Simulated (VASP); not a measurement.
A run of VASP 6.6.1 is set up as follows.

File INCAR:

```
SYSTEM = Sn
PREC = Accurate
ENCUT = 600
EDIFF = 1E-6
ISMEAR = -1
SIGMA = 0.05
LREAL = .False.
LASPH = .True.
NELM = 100
ALGO = Normal
ISIF = 3
LWAVE = .False.
LCHARG = .False.
GGA = PS
IBRION = 2
NSW = 60
EDIFFG = -0.01
```

Contents of KPOINTS:

```
Automatic mesh
0
Gamma
  9 9 9
  0 0 0
```

The input POSCAR:

```
Sn
1.0
   -2.9401404553      2.9401404553      1.5993019889
    2.9401404553     -2.9401404553      1.5993019889
    2.9401404553      2.9401404553     -1.5993019889
Sn
2
Direct
    0.0000000000      0.0000000000      0.0000000000
    0.7500000000      0.2500000000      0.5000000000
```

Potentials or basis: VASP PAW PBE potentials, release 64 (Sn_d).

Run with:

```sh
$ cat potpaw_PBE.64/Sn_d/POTCAR > POTCAR
$ mpirun -np 1 vasp_std > vasp.out
```

Task: Estimate the relaxed volume.

Result: 26.87 Å³/atom.

Task: Predict the band gap on the k mesh.

Result: Zero (band 14 reaches 9.16 eV, above the bottom of band 15 at 5.10 eV).

Task: What does it give for the relaxed cell?

Result: a = 4.418 Å, b = 4.418 Å, c = 4.418 Å, α = 97.32°, β = 97.32°, γ = 138.17°.

Task: Estimate the space group after relaxing (to 0.05 Å).

Result: I4_1/amd (No. 141).

Final structure:
```cif
data_structure
_symmetry_space_group_name_H-M 'P 1'
_symmetry_Int_Tables_number 1
_cell_length_a 4.4185
_cell_length_b 4.4185
_cell_length_c 4.4185
_cell_angle_alpha 97.322
_cell_angle_beta 97.322
_cell_angle_gamma 138.169
_cell_volume 53.74
loop_
_atom_site_label
_atom_site_type_symbol
_atom_site_fract_x
_atom_site_fract_y
_atom_site_fract_z
_atom_site_occupancy
Sn1 Sn 0.00000 0.00000 0.00000 1
Sn2 Sn 0.75000 0.25000 0.50000 1
```

Caveat: the PAW data sets were made with another functional, which shifts forces and pressure a little; spin-orbit coupling is left out, which moves the levels of the heavy elements.
